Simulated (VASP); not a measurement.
# CaSe (Pm-3m) in VASP: notebook

CaSe is run at these levels: PBE, LDA; tasks: single point.

All numbers are computed with VASP 6.6.1; they aren't measurements. Logs are shortened: lines on timing, memory, paths and dates and some standing lists are left out, and cuts for length are marked.

## Step 1: The cell of the first run

Symmetry: Pm-3m, No. 221, cubic system. The conventional cell has a = 3.635 Å, b = 3.635 Å, c = 3.635 Å, α = 90.00°, β = 90.00°, γ = 90.00°. Within 4.1 Å of Ca (site symmetry m-3m) lie 8 Se at 3.15 Å and 6 Ca at 3.63 Å. Within 4.1 Å of Se (site symmetry m-3m) lie 8 Ca at 3.15 Å and 6 Se at 3.63 Å.

## Step 2: Single point, PBE

INCAR reads:

```
ALGO = Normal
EDIFF = 1E-6
ENCUT = 500
GGA = PE
GGA_COMPAT = False
ISIF = 2
ISMEAR = 0
LASPH = True
LCHARG = False
LREAL = False
LWAVE = False
NBANDS = 15
NELM = 120
PREC = Accurate
SIGMA = 0.01
```

KPOINTS reads:

```
k-points
0
Gamma
  3 3 3
```

POSCAR reads:

```
CaSe
1.0
    3.6347849122      0.0000000000      0.0000000000
    0.0000000000      3.6347849122      0.0000000000
    0.0000000000      0.0000000000      3.6347849122
Ca Se
1 1
Direct
    0.0000000000      0.0000000000      0.0000000000
    0.5000000000      0.5000000000      0.5000000000
```

Potentials or basis: VASP PAW PBE potentials, release 64 (Ca_sv, Se).

The run is started by

```bash
$ cat potpaw_PBE.64/Ca_sv/POTCAR potpaw_PBE.64/Se/POTCAR > POTCAR
$ mpirun -np 1 vasp_std > vasp.out
```

OUTCAR:

```text
EDIFF = 1E-6
   ENCUT = 500
   GGA = PE
   ISIF = 2
   ISMEAR = 0
   LASPH = True
   LREAL = False
   NELM = 120
   PREC = Accurate

 ion  position               nearest neighbor table
   1  0.000  0.000  0.000-
   2  0.500  0.500  0.500-

  LATTYP: Found a simple cubic cell.
 ALAT       =     3.6347849122

  Lattice vectors:

 A1 = (   3.6347849122,   0.0000000000,   0.0000000000)
 A2 = (   0.0000000000,   3.6347849122,   0.0000000000)
 A3 = (   0.0000000000,   0.0000000000,   3.6347849122)

Analysis of symmetry for initial positions (statically):
=====================================================================
 Subroutine PRICEL returns:
 Original cell was already a primitive cell.

 Routine SETGRP: Setting up the symmetry group for a
 simple cubic supercell.

 Subroutine GETGRP returns: Found 48 space group operations
 (whereof 48 operations were pure point group operations)
 out of a pool of 48 trial point group operations.

The static configuration has the point symmetry O_h .

Analysis of symmetry for dynamics (positions and initial velocities):
=====================================================================
 Subroutine PRICEL returns:
 Original cell was already a primitive cell.

 Routine SETGRP: Setting up the symmetry group for a
 simple cubic supercell.

 Subroutine GETGRP returns: Found 48 space group operations
 (whereof 48 operations were pure point group operations)
 out of a pool of 48 trial point group operations.

The dynamic configuration has the point symmetry O_h .

 Subroutine INISYM returns: Found 48 space group operations
 (whereof 48 operations are pure point group operations),
 and found     1 'primitive' translations

----------------------------------------------------------------------------------------

                                     Primitive cell

  volume of cell :      48.0215

  direct lattice vectors                    reciprocal lattice vectors
     3.634784912  0.000000000  0.000000000     0.275119443  0.000000000  0.000000000
     0.000000000  3.634784912  0.000000000     0.000000000  0.275119443  0.000000000
     0.000000000  0.000000000  3.634784912     0.000000000  0.000000000  0.275119443

  length of vectors
     3.634784912  3.634784912  3.634784912     0.275119443  0.275119443  0.275119443

  position of ions in fractional coordinates (direct lattice)
     0.000000000  0.000000000  0.000000000
     0.500000000  0.500000000  0.500000000

  ion indices of the primitive-cell ions
   primitive index   ion index
                 1           1
                 2           2

----------------------------------------------------------------------------------------

 KPOINTS: k-points

Automatic generation of k-mesh.
 Grid dimensions read from file:
 generate k-points for:    3    3    3

 Generating k-lattice:

  Cartesian coordinates                     Fractional coordinates (reciprocal lattice)
     0.091706481  0.000000000  0.000000000     0.333333333  0.000000000  0.000000000
     0.000000000  0.091706481  0.000000000     0.000000000  0.333333333  0.000000000
     0.000000000  0.000000000  0.091706481     0.000000000  0.000000000  0.333333333

  Length of vectors
     0.091706481  0.091706481  0.091706481

  Shift w.r.t. Gamma in fractional coordinates (k-lattice)
     0.000000000  0.000000000  0.000000000

 Subroutine IBZKPT returns following result:
 ===========================================

 Found      4 irreducible k-points:

 Following reciprocal coordinates:
            Coordinates               Weight
  0.000000  0.000000  0.000000      1.000000
  0.333333  0.000000  0.000000      6.000000
  0.333333  0.333333  0.000000     12.000000
  0.333333  0.333333  0.333333      8.000000
   k-points           NKPTS =      4   k-points in BZ     NKDIM =      4   number of bands    NBANDS=     15
   number of dos      NEDOS =    301   number of ions     NIONS =      2
   total plane-waves  NPLWV =  21952
   dimension x,y,z NGX =    28 NGY =   28 NGZ =   28
   dimension x,y,z NGXF=    56 NGYF=   56 NGZF=   56
   ions per type =               1   1
   NGX,Y,Z   is equivalent  to a cutoff of  12.81, 12.81, 12.81 a.u.
   NGXF,Y,Z  is equivalent  to a cutoff of  25.61, 25.61, 25.61 a.u.
 SYSTEM =  unknown system
   PREC   = accura    normal or accurate (medium, high low for compatibility)
   ISTART =      0    job   : 0-new  1-cont  2-samecut
   ICHARG =      2    charge: 1-file 2-atom 10-const
   ISPIN  =      1    spin polarized calculation?
   LNONCOLLINEAR =      F non collinear calculations
   LSORBIT =      F    spin-orbit coupling
   LASPH  =      T    aspherical Exc in radial PAW
   ENCUT  =  500.0 eV  36.75 Ry    6.06 a.u.   6.63  6.63  6.63*2*pi/ulx,y,z
   NELM   =    120;   NELMIN=  2; NELMDL= -5     # of ELM steps
   EDIFF  = 0.1E-05   stopping-criterion for ELM
   LREAL  =      F    real-space projection
[... 7 lines left out ...]
   TEBEG  =    0.0;   TEEND  =   0.0 temperature during run
   PSTRESS=    0.0 pullay stress
   NELECT =      16.0000    total number of electrons
   NUPDOWN=      -1.0000    fix difference up-down
   EMIN   =  10.00;   EMAX   =-10.00  energy-range for DOS
   EFERMI =   0.00;   METHOD = LEGACY
   ISMEAR =     0;   SIGMA  =   0.01  broadening in eV -4-tet -1-fermi 0-gaus
   EFERMI_NEDOS =   21; number of points for ismear=-14 and -15
   IALGO  =     38    algorithm
   IMIX   =      4    mixing-type and parameters
     AMIX     =   0.40;   BMIX     =  1.00
     AMIX_MAG =   1.60;   BMIX_MAG =  1.00
  volume/ion in A,a.u.               =      24.01       162.03
  Fermi-wavevector in a.u.,A,eV,Ry     =   1.134931  2.144709 17.525233  1.288068
  Thomas-Fermi vector in A             =   2.271635
   LORBIT       =      0    0 simple, 1 ext, 2 COOP (PROOUT), +10 PAW based schemes
   GGA     = PE    functional components
   LHFCALC =     F    Hartree Fock is set to
   AEXX    =    0.0000 exact exchange contribution
   IVDW    =     0    specifies the selected vdW correction
   LEPSILON=     F    determine dielectric tensor
   LRPA    =     F    only Hartree local field effects (RPA)
 non-spin polarized calculation
 Gauss-broadening in eV      SIGMA  =   0.01
  energy-cutoff  :      500.00
  volume of cell :       48.02
 maximum number of plane-waves:      1223
 NGX is ok and might be reduce to    28
   NGX = 13   NGY = 13   NGZ = 13

 number of electron      16.0000007 magnetization

 Free energy of the ion-electron system (eV)
  ---------------------------------------------------
  ext. energy  EPLUGINS =         0.00000000
  ---------------------------------------------------
  free energy    TOTEN  =        -8.57604341 eV

  energy without entropy =       -8.57604341  energy(sigma->0) =       -8.57604341

 E-fermi :   3.9374     XC(G=0):  -9.5580

 val. band max:        3.7752052295   @ k =   0.3333   0.3333   0.0000
 cond. band min:       5.3465586521   @ k =   0.0000   0.0000   0.0000
 fundamental gap:      1.5713534227
 Fermi energy:         3.9373843668

 k-point     1 :       0.0000    0.0000    0.0000
  band No.  band energies     occupation
      1     -37.0773      2.00000
      2     -18.0163      2.00000
      3     -18.0163      2.00000
      4     -18.0163      2.00000
      5      -8.7120      2.00000
      6       3.4439      2.00000
      7       3.4439      2.00000
      8       3.4439      2.00000
      9       5.3466      0.00000
     10       5.3466      0.00000
     11       6.3766      0.00000
     12       8.6200      0.00000
     13       8.6200      0.00000
     14       8.6200      0.00000
     15      13.3971      0.00000

 k-point     2 :       0.3333    0.0000    0.0000
  band No.  band energies     occupation
      1     -37.0677      2.00000
      2     -18.1542      2.00000
      3     -18.0034      2.00000
      4     -18.0034      2.00000
      5      -8.1764      2.00000
      6       0.0805      2.00000
      7       3.3036      2.00000
      8       3.3036      2.00000
      9       5.9791      0.00000
     10       7.4733      0.00000
     11       8.8040      0.00000
     12       9.1496      0.00000
     13       9.1963      0.00000
     14       9.1963      0.00000
     15      11.3866      0.00000

 k-point     3 :       0.3333    0.3333    0.0000
  band No.  band energies     occupation
      1     -37.0585      2.00000
      2     -18.1330      2.00000
      3     -18.1237      2.00000
      4     -17.9920      2.00000
      5      -7.8593      2.00000
      6       0.6525      2.00000
      7       1.1330      2.00000
      8       3.7752      2.00000
      9       6.0345      0.00000
     10       7.4731      0.00000
     11       7.6887      0.00000
     12       8.6157      0.00000
     13       8.7122      0.00000
     14      10.2301      0.00000
     15      12.3992      0.00000

 k-point     4 :       0.3333    0.3333    0.3333
  band No.  band energies     occupation
      1     -37.0496      2.00000
      2     -18.1147      2.00000
      3     -18.1057      2.00000
      4     -18.1057      2.00000
      5      -7.5148      2.00000
      6       1.0972      2.00000
      7       1.0972      2.00000
      8       1.2839      2.00000
      9       7.0565      0.00000
     10       7.2866      0.00000
     11       7.2866      0.00000
     12       9.5272      0.00000
     13       9.5272      0.00000
     14      10.1192      0.00000
     15      11.7832      0.00000

------------------------ aborting loop because EDIFF is reached ----------------------------------------

  FORCE on cell =-STRESS in cart. coord.  units (eV):
  Direction    XX          YY          ZZ          XY          YZ          ZX
  --------------------------------------------------------------------------------------
  -------------------------------------------------------------------------------------
  Total        0.5205929      0.5205929      0.5205929     -0.0000000      0.0000000      0.0000000
  in kB       17.3689157     17.3689157     17.3689157     -0.0000000      0.0000000      0.0000000
  external PRESSURE =      17.3689157 kB  Pullay stress =       0.0000000 kB

 VOLUME and BASIS-vectors are now :
 -----------------------------------------------------------------------------
  energy-cutoff  :      500.00
  volume of cell :       48.02
      direct lattice vectors                 reciprocal lattice vectors
     3.634784912  0.000000000  0.000000000     0.275119443  0.000000000  0.000000000
     0.000000000  3.634784912  0.000000000     0.000000000  0.275119443  0.000000000
     0.000000000  0.000000000  3.634784912     0.000000000  0.000000000  0.275119443

 POSITION                                       TOTAL-FORCE (eV/Angst)
 -----------------------------------------------------------------------------------
      0.00000      0.00000      0.00000         0.000000      0.000000      0.000000
      1.81739      1.81739      1.81739         0.000000      0.000000      0.000000
 -----------------------------------------------------------------------------------
    total drift:                               -0.000000      0.000000      0.000000

  FREE ENERGIE OF THE ION-ELECTRON SYSTEM (eV)
  ---------------------------------------------------
  free  energy   TOTEN  =        -8.5760434080 eV

  energy  without entropy=       -8.5760434080  energy(sigma->0) =       -8.57604341
```

Run time: 8.5 s. Hardware: 1 thread of Intel Xeon 8259CL, shared host; peak memory 0.15 GiB.

Results:

```
Free energy            : -8.5760 eV
Pressure               : 1.7 GPa
Band gap on the k mesh : 1.57 eV (least direct gap 1.90 eV)
```

Levels at points of the mesh, in eV from the valence-band top:
| k point | band 6 | band 7 | band 8 | band 9 | band 10 | band 11 |
| --- | --- | --- | --- | --- | --- | --- |
| (0.00, 0.00, 0.00) | -0.33 | -0.33 | -0.33 | 1.57 | 1.57 | 2.60 |

Caveat: the k points lie up to 0.58 Å⁻¹ apart; an odd mesh through Γ misses points on the zone boundary, where band edges can lie.

## Step 3: Single point, PBE

INCAR reads:

```
SYSTEM = CaSe
PREC = Accurate
ENCUT = 500
EDIFF = 1E-6
ISMEAR = 0
SIGMA = 0.01
LREAL = .FALSE.
LASPH = .TRUE.
NELM = 120
ALGO = Normal
ISIF = 2
LWAVE = .FALSE.
LCHARG = .FALSE.
GGA = PE
NBANDS = 15
GGA_COMPAT = .FALSE.
```

KPOINTS reads:

```
Automatic mesh
0
G
  4 4 4
  0 0 0
```

POSCAR is that of step 2.

Potentials or basis: VASP PAW PBE potentials, release 64 (Ca_sv, Se).

The run is started by

```bash
$ cat potpaw_PBE.64/Ca_sv/POTCAR potpaw_PBE.64/Se/POTCAR > POTCAR
$ mpirun -np 1 vasp_std > vasp.out
```

Wall time 12 s (1 thread of Intel Xeon 8259CL, shared host); peak memory 0.15 GiB.

Results (log left out):

```yaml
Free_energy: -8.7286 eV
Pressure: 1.2 GPa
Band_gap_on_the_k_mesh: 0.73 eV
```

Levels at points of the mesh, in eV from the valence-band top:
```
           k point  band 6  band 7  band 8  band 9  band 10  band 11
(0.00, 0.00, 0.00)   -0.87   -0.87   -0.87    1.05     1.05     2.07
(0.50, 0.00, 0.00)   -4.93   -1.06   -1.06    1.97     4.58     4.62
(0.50, 0.50, 0.00)   -3.57   -3.57    0.00    0.73     2.90     3.13
(0.50, 0.50, 0.50)   -3.71   -3.71   -3.71    3.83     3.83     3.83
```

Caveat: the k points lie up to 0.43 Å⁻¹ apart.

## Step 4: Single point, LDA

INCAR, as its differences from that of step 3:

```diff
@@ -13,3 +13,3 @@
 LCHARG = .FALSE.
-GGA = PE
+GGA = CA
 NBANDS = 15
```

KPOINTS is that of step 3.

POSCAR is that of step 3.

Potentials or basis: VASP PAW LDA potentials, release 64 (Ca_sv, Se).

The run is started by

```bash
$ cat potpaw_LDA.64/Ca_sv/POTCAR potpaw_LDA.64/Se/POTCAR > POTCAR
$ mpirun -np 1 vasp_std > vasp.out
```

Run time: 9.9 s. Hardware: 1 thread of Intel Xeon 8259CL, shared host; peak memory 0.14 GiB.

The run converged. Its results:

```
Free energy            : -9.8272 eV
Pressure               : -3.3 GPa
Band gap on the k mesh : 0.57 eV
```

Levels at points of the mesh, in eV from the valence-band top:
| k point | band 5 | band 6 | band 7 | band 8 | band 9 | band 10 | band 11 | band 12 |
| --- | --- | --- | --- | --- | --- | --- | --- | --- |
| (0.00, 0.00, 0.00) | -13.06 | -0.87 | -0.87 | -0.87 | 0.90 | 0.90 | 1.84 | 4.24 |
| (0.50, 0.00, 0.00) | -12.31 | -4.98 | -1.08 | -1.08 | 1.81 | 4.45 | 4.49 | 4.66 |
| (0.50, 0.50, 0.00) | -12.02 | -3.58 | -3.58 | 0.00 | 0.57 | 2.77 | 3.03 | 3.03 |
| (0.50, 0.50, 0.50) | -11.45 | -3.74 | -3.74 | -3.74 | 3.71 | 3.71 | 3.71 | 5.30 |

Caveat: the k points lie up to 0.43 Å⁻¹ apart.

## Step 5: Single point, PBE

INCAR reads:

```
ALGO = Normal
EDIFF = 1E-6
ENCUT = 500
GGA = PE
GGA_COMPAT = F
ISIF = 2
ISMEAR = 0
LASPH = T
LCHARG = F
LREAL = F
LWAVE = F
NBANDS = 15
NELM = 120
PREC = Accurate
SIGMA = 0.01
```

KPOINTS reads:

```
k-points
0
Gamma
  6 6 6
```

POSCAR is that of step 4.

Potentials or basis: VASP PAW PBE potentials, release 64 (Ca_sv, Se).

The run is started by

```bash
$ cat potpaw_PBE.64/Ca_sv/POTCAR potpaw_PBE.64/Se/POTCAR > POTCAR
$ mpirun -np 1 vasp_std > vasp.out
```

Wall time 22 s (1 thread of Intel Xeon 8259CL, shared host); peak memory 0.16 GiB.

It converged, with:

| Item | Value |
| --- | --- |
| Free energy | -8.7933 eV |
| Pressure | 0.9 GPa |
| Band gap on the k mesh | 0.76 eV |

Levels at points of the mesh, in eV from the valence-band top:
```tsv
k point	band 5	band 6	band 7	band 8	band 9	band 10	band 11	band 12
(0.00, 0.00, 0.00)	-13.04	-0.87	-0.87	-0.87	1.08	1.08	2.08	4.37
(0.50, 0.00, 0.00)	-12.30	-4.92	-1.05	-1.05	2.01	4.62	4.63	4.79
(0.50, 0.50, 0.00)	-11.99	-3.56	-3.56	0.00	0.76	2.93	3.17	3.17
(0.50, 0.50, 0.50)	-11.42	-3.70	-3.70	-3.70	3.85	3.85	3.85	5.42
```

## Step 6: Summary

```csv
level,potentials or basis,k mesh,gap on the mesh (eV),pressure (GPa)
PBE,"VASP PAW PBE potentials, release 64 (Ca_sv, Se)",3 × 3 × 3,1.57,1.7
PBE,"VASP PAW PBE potentials, release 64 (Ca_sv, Se)",4 × 4 × 4,0.73,1.2
LDA,"VASP PAW LDA potentials, release 64 (Ca_sv, Se)",4 × 4 × 4,0.57,-3.3
PBE,"VASP PAW PBE potentials, release 64 (Ca_sv, Se)",6 × 6 × 6,0.76,0.9
```

Alike in all rows: task single point; no spin polarisation; cell as given; cutoff (eV) 500; smearing gaussian 0.01 eV.

Caveats: some runs use coarse meshes; an odd mesh through Γ misses points on the zone boundary, where band edges can lie (at least some runs).

Absolute energies hang on the potentials; compare differences alone.
